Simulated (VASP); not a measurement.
# Bi (P2/m) in VASP: notebook

Bi is run at these levels: LDA; tasks: single point.

All numbers are computed with VASP 6.6.1; they aren't measurements. Logs are shortened: lines on timing, memory, paths and dates and some standing lists are left out, and cuts for length are marked.

## Step 1: The cell of the first run

It takes space group P2/m (No. 10, monoclinic). Conventional cell: a = 3.217 Å, b = 3.200 Å, c = 6.401 Å, α = 90.00°, β = 90.72°, γ = 90.00°. Within 4.2 Å of Bi (site symmetry m) lie 6 Bi at 3.20 to 3.22 Å.

## Step 2: Single point, LDA

INCAR

```
SYSTEM = Bi
  PREC = Accurate
  ENCUT = 520
  EDIFF = 1E-6
  ISMEAR = -1
  SIGMA = 0.05
  LREAL = .False.
  LASPH = .True.
  NELM = 100
  ALGO = Fast
  ISIF = 2
  LWAVE = .False.
  LCHARG = .False.
  NBANDS = 22
```

KPOINTS

```
regular mesh
0
Gamma
  8 8 4
  0 0 0
```

POSCAR

```
Bi
1.0
    3.2166415224      0.0000000000      0.0000000000
    0.0000000000      3.2000209013      0.0000000000
   -0.0799148974      0.0000000000      6.4006399093
Bi
2
Direct
    0.5442472500      0.0000000000      0.7495778900
    0.4557527500      0.0000000000      0.2504221100
```

Potentials or basis: VASP PAW LDA potentials, release 64 (Bi_d).

The run is started by

```bash
$ cat potpaw_LDA.64/Bi_d/POTCAR > POTCAR
$ mpirun -np 1 vasp_std > vasp.out
```

OUTCAR:

```text
SYSTEM = Bi
   PREC = Accurate
   ENCUT = 520
   EDIFF = 1E-6
   ISMEAR = -1
   LREAL = .False.
   LASPH = .True.
   NELM = 100
   ISIF = 2

 ion  position               nearest neighbor table
   1  0.544  0.000  0.750-   2 3.20   2 3.22
   2  0.456  0.000  0.250-   1 3.20   1 3.22

  LATTYP: Found a simple monoclinic cell.
 ALAT       =     3.2166415224
 B/A-ratio  =     0.9948329271
 C/A-ratio  =     1.9900068852
 COS(beta)  =    -0.0124844813

  Lattice vectors:

 A1 = (   3.2166415224,   0.0000000000,   0.0000000000)
 A2 = (   0.0000000000,   3.2000209013,   0.0000000000)
 A3 = (  -0.0799148974,   0.0000000000,   6.4006399093)

Analysis of symmetry for initial positions (statically):
=====================================================================
 Subroutine PRICEL returns:
 Original cell was already a primitive cell.

 Routine SETGRP: Setting up the symmetry group for a
 simple monoclinic supercell.

 Subroutine GETGRP returns: Found  4 space group operations
 (whereof  4 operations were pure point group operations)
 out of a pool of  4 trial point group operations.

The static configuration has the point symmetry C_2h.

Analysis of symmetry for dynamics (positions and initial velocities):
=====================================================================
 Subroutine PRICEL returns:
 Original cell was already a primitive cell.

 Routine SETGRP: Setting up the symmetry group for a
 simple monoclinic supercell.

 Subroutine GETGRP returns: Found  4 space group operations
 (whereof  4 operations were pure point group operations)
 out of a pool of  4 trial point group operations.

The dynamic configuration has the point symmetry C_2h.

 Subroutine INISYM returns: Found  4 space group operations
 (whereof  4 operations are pure point group operations),
 and found     1 'primitive' translations

----------------------------------------------------------------------------------------

                                     Primitive cell

  volume of cell :      65.8838

  direct lattice vectors                    reciprocal lattice vectors
     3.216641522  0.000000000  0.000000000     0.310883259  0.000000000  0.003881519
     0.000000000  3.200020901  0.000000000     0.000000000  0.312497959  0.000000000
    -0.079914897  0.000000000  6.400639909     0.000000000  0.000000000  0.156234379

  length of vectors
     3.216641522  3.200020901  6.401138777     0.310907489  0.312497959  0.156234379

  position of ions in fractional coordinates (direct lattice)
     0.544247250  0.000000000  0.749577890
     0.455752750  0.000000000  0.250422110

  ion indices of the primitive-cell ions
   primitive index   ion index
                 1           1
                 2           2

----------------------------------------------------------------------------------------

 KPOINTS: regular mesh

Automatic generation of k-mesh.
 Grid dimensions read from file:
 generate k-points for:    8    8    4

 Generating k-lattice:

  Cartesian coordinates                     Fractional coordinates (reciprocal lattice)
     0.038860407  0.000000000  0.000485190     0.125000000  0.000000000  0.000000000
     0.000000000  0.039062245  0.000000000     0.000000000  0.125000000  0.000000000
     0.000000000  0.000000000  0.039058595     0.000000000  0.000000000  0.250000000

  Length of vectors
     0.038863436  0.039062245  0.039058595

  Shift w.r.t. Gamma in fractional coordinates (k-lattice)
     0.000000000  0.000000000  0.000000000

 Subroutine IBZKPT returns following result:
 ===========================================

 Found     90 irreducible k-points:

 Following reciprocal coordinates:
            Coordinates               Weight
  0.000000  0.000000  0.000000      1.000000
  0.125000  0.000000  0.000000      2.000000
  0.250000  0.000000  0.000000      2.000000
  0.375000  0.000000  0.000000      2.000000
  0.500000  0.000000  0.000000      1.000000
  0.000000  0.125000  0.000000      2.000000
[... 16 lines left out ...]
  0.250000  0.500000  0.000000      2.000000
  0.375000  0.500000  0.000000      2.000000
 [... further k-points ...]
   k-points           NKPTS =     90   k-points in BZ     NKDIM =     90   number of bands    NBANDS=     22
   number of dos      NEDOS =    301   number of ions     NIONS =      2
   total plane-waves  NPLWV =  27648
   dimension x,y,z NGX =    24 NGY =   24 NGZ =   48
   dimension x,y,z NGXF=    48 NGYF=   48 NGZF=   96
   ions per type =               2
   NGX,Y,Z   is equivalent  to a cutoff of  12.40, 12.47, 12.47 a.u.
   NGXF,Y,Z  is equivalent  to a cutoff of  24.81, 24.94, 24.93 a.u.
 SYSTEM =  Bi
   PREC   = accura    normal or accurate (medium, high low for compatibility)
   ISTART =      0    job   : 0-new  1-cont  2-samecut
   ICHARG =      2    charge: 1-file 2-atom 10-const
   ISPIN  =      1    spin polarized calculation?
   LNONCOLLINEAR =      F non collinear calculations
   LSORBIT =      F    spin-orbit coupling
   LASPH  =      T    aspherical Exc in radial PAW
   ENCUT  =  520.0 eV  38.22 Ry    6.18 a.u.   5.98  5.95 11.90*2*pi/ulx,y,z
   NELM   =    100;   NELMIN=  2; NELMDL= -5     # of ELM steps
   EDIFF  = 0.1E-05   stopping-criterion for ELM
   LREAL  =      F    real-space projection
   EDIFFG = 0.1E-04   stopping-criterion for IOM
   NSW    =      0    number of steps for IOM
   IBRION =     -1    ionic relax: 0-MD 1-quasi-New 2-CG
   NFREE  =      0    steps in history (QN), initial steepest desc. (CG)
   ISIF   =      2    stress and relaxation
   ISYM   =      2    0-nonsym 1-usesym 2-fastsym
   POTIM  = 0.5000    time-step for ionic-motion
   TEBEG  =    0.0;   TEEND  =   0.0 temperature during run
   PSTRESS=    0.0 pullay stress
   NELECT =      30.0000    total number of electrons
   NUPDOWN=      -1.0000    fix difference up-down
   EMIN   =  10.00;   EMAX   =-10.00  energy-range for DOS
   EFERMI =   0.00;   METHOD = LEGACY
   ISMEAR =    -1;   SIGMA  =   0.05  broadening in eV -4-tet -1-fermi 0-gaus
   EFERMI_NEDOS =   21; number of points for ismear=-14 and -15
   IALGO  =     68    algorithm
   IMIX   =      4    mixing-type and parameters
     AMIX     =   0.40;   BMIX     =  1.00
     AMIX_MAG =   1.60;   BMIX_MAG =  1.00
  volume/ion in A,a.u.               =      32.94       222.30
  Fermi-wavevector in a.u.,A,eV,Ry     =   1.259473  2.380059 21.582554  1.586273
  Thomas-Fermi vector in A             =   2.393031
   LORBIT       =      0    0 simple, 1 ext, 2 COOP (PROOUT), +10 PAW based schemes
   GGA     = CA    functional components
   LHFCALC =     F    Hartree Fock is set to
   AEXX    =    0.0000 exact exchange contribution
   IVDW    =     0    specifies the selected vdW correction
   LEPSILON=     F    determine dielectric tensor
   LRPA    =     F    only Hartree local field effects (RPA)
 non-spin polarized calculation
 RMM-DIIS sequential band-by-band and
  energy-cutoff  :      520.00
  volume of cell :       65.88
 maximum number of plane-waves:      1796
   NGX = 11   NGY = 11   NGZ = 23

 number of electron      30.0000023 magnetization

 Free energy of the ion-electron system (eV)
  ---------------------------------------------------
  ext. energy  EPLUGINS =         0.00000000
  ---------------------------------------------------
  free energy    TOTEN  =        -9.05869894 eV

  energy without entropy =       -9.04457768  energy(sigma->0) =       -9.05163831

 E-fermi :   6.7956     XC(G=0): -10.1386

 val. band max:        6.7909737679   @ k =  -0.3750   0.2500   0.2500
 cond. band min:       6.8031172869   @ k =   0.1250   0.2500   0.2500
 fundamental gap:      0.0121435190
 Fermi energy:         6.7956140319

 k-point     1 :       0.0000    0.0000    0.0000
  band No.  band energies     occupation
      1     -16.1334      2.00000
      2     -16.1221      2.00000
      3     -16.1149      2.00000
      4     -15.8514      2.00000
      5     -15.8505      2.00000
      6     -15.8341      2.00000
[... 14 lines left out ...]
     21      15.0350      0.00000
     22      16.7279      0.00000

 k-point     2 :       0.1250    0.0000    0.0000
  band No.  band energies     occupation
      1     -16.1292      2.00000
      2     -16.0840      2.00000
      3     -16.0802      2.00000
      4     -15.8686      2.00000
      5     -15.8499      2.00000
      6     -15.8164      2.00000
[... 14 lines left out ...]
     21      15.0444      0.00000
     22      16.9159      0.00000

 k-point     3 :       0.2500    0.0000    0.0000
  band No.  band energies     occupation
      1     -16.1232      2.00000
      2     -16.0245      2.00000
      3     -15.9753      2.00000
      4     -15.9126      2.00000
      5     -15.8462      2.00000
      6     -15.8144      2.00000
[... 14 lines left out ...]
     21      15.4974      0.00000
     22      17.7792      0.00000

 k-point     4 :       0.3750    0.0000    0.0000
  band No.  band energies     occupation
      1     -16.1173      2.00000
      2     -15.9860      2.00000
      3     -15.9560      2.00000
      4     -15.8705      2.00000
      5     -15.8466      2.00000
      6     -15.8425      2.00000
[... 14 lines left out ...]
     21      16.2685      0.00000
     22      18.4061      0.00000

 k-point     5 :       0.5000    0.0000    0.0000
  band No.  band energies     occupation
      1     -16.1149      2.00000
      2     -15.9753      2.00000
      3     -15.9732      2.00000
      4     -15.8604      2.00000
      5     -15.8491      2.00000
      6     -15.8414      2.00000
[... 417 lines left out ...]
 k-point    22 :       0.1250    0.5000    0.0000
  band No.  band energies     occupation
      1     -16.0747      2.00000
      2     -15.9767      2.00000
      3     -15.9187      2.00000
      4     -15.8725      2.00000
      5     -15.8626      2.00000
      6     -15.8570      2.00000
[... 14 lines left out ...]
     21      16.9092      0.00000
     22      17.2035      0.00000

 k-point    23 :       0.2500    0.5000    0.0000
  band No.  band energies     occupation
      1     -16.0147      2.00000
      2     -15.9710      2.00000
      3     -15.9160      2.00000
      4     -15.9039      2.00000
      5     -15.8992      2.00000
      6     -15.8514      2.00000
[... 14 lines left out ...]
     21      14.7473      0.00000
     22      15.0108      0.00000

 k-point    24 :       0.3750    0.5000    0.0000
  band No.  band energies     occupation
      1     -15.9752      2.00000
      2     -15.9654      2.00000
      3     -15.9589      2.00000
      4     -15.9449      2.00000
      5     -15.9407      2.00000
      6     -15.8480      2.00000
[... 14 lines left out ...]
     21      12.9423      0.00000
     22      14.3638      0.00000

 [... further k-points ...]

------------------------ aborting loop because EDIFF is reached ----------------------------------------

  FORCE on cell =-STRESS in cart. coord.  units (eV):
  Direction    XX          YY          ZZ          XY          YZ          ZX
  --------------------------------------------------------------------------------------
  -------------------------------------------------------------------------------------
  Total       -0.3273793     -0.0032122     -0.4265070      0.0000000      0.0000000     -0.0485881
  in kB       -7.9612815     -0.0781150    -10.3718902      0.0000000      0.0000000     -1.1815753
  external PRESSURE =      -6.1370956 kB  Pullay stress =       0.0000000 kB

 VOLUME and BASIS-vectors are now :
 -----------------------------------------------------------------------------
  energy-cutoff  :      520.00
  volume of cell :       65.88
      direct lattice vectors                 reciprocal lattice vectors
     3.216641522  0.000000000  0.000000000     0.310883259  0.000000000  0.003881519
     0.000000000  3.200020901  0.000000000     0.000000000  0.312497959  0.000000000
    -0.079914897  0.000000000  6.400639909     0.000000000  0.000000000  0.156234379

 POSITION                                       TOTAL-FORCE (eV/Angst)
 -----------------------------------------------------------------------------------
      1.69075      0.00000      4.79778        -0.003884      0.000000     -0.011437
      1.44598      0.00000      1.60286         0.003884      0.000000      0.011437
 -----------------------------------------------------------------------------------
    total drift:                                0.000000     -0.000000      0.000000

  FREE ENERGIE OF THE ION-ELECTRON SYSTEM (eV)
  ---------------------------------------------------
  free  energy   TOTEN  =        -9.0586989417 eV

  energy  without entropy=       -9.0445776803  energy(sigma->0) =       -9.05163831
```

It took 49 s on 1 thread of Intel Xeon Platinum 8559C (Emerald Rapids), shared host; peak memory 0.21 GiB.

Results:

```yaml
Free_energy: -9.0587 eV
Pressure: -0.6 GPa
Largest_force: 0.012 eV/Å
Band_gap_on_the_k_mesh: zero (band 15 reaches 10.75 eV, above the bottom of band 16 at 4.35 eV)
```

Forces on the atoms (eV/Å):
```
Bi  -0.004  0.000 -0.011
Bi   0.004  0.000  0.011
```

Levels at points of the mesh, in eV from the Fermi level:
| k point | band 13 | band 14 | band 15 | band 16 | band 17 | band 18 |
| --- | --- | --- | --- | --- | --- | --- |
| (0.00, 0.00, 0.00) | -5.16 | 3.25 | 3.30 | 3.32 | 4.91 | 5.32 |
| (0.50, 0.00, 0.00) | -5.12 | -3.28 | -3.14 | 2.39 | 5.31 | 5.58 |
| (0.00, 0.50, 0.00) | -5.17 | -3.22 | -3.20 | 2.73 | 5.27 | 5.31 |
| (0.50, 0.50, 0.00) | -3.23 | -3.16 | -1.46 | -1.42 | -1.29 | 2.76 |
| (0.00, 0.00, 0.50) | -1.85 | -1.82 | 3.96 | 4.05 | 4.15 | 4.17 |
| (0.50, 0.00, 0.50) | -4.42 | -4.39 | 0.19 | 0.29 | 5.42 | 5.47 |
| (0.00, 0.50, 0.50) | -4.38 | -4.36 | 0.22 | 0.26 | 5.47 | 5.48 |
| (0.50, 0.50, 0.50) | -2.49 | -2.48 | -2.46 | -2.45 | 2.22 | 2.32 |

Caveat: spin-orbit coupling is left out, which moves the levels of the heavy elements.

(Continued in part 2 of 2.)
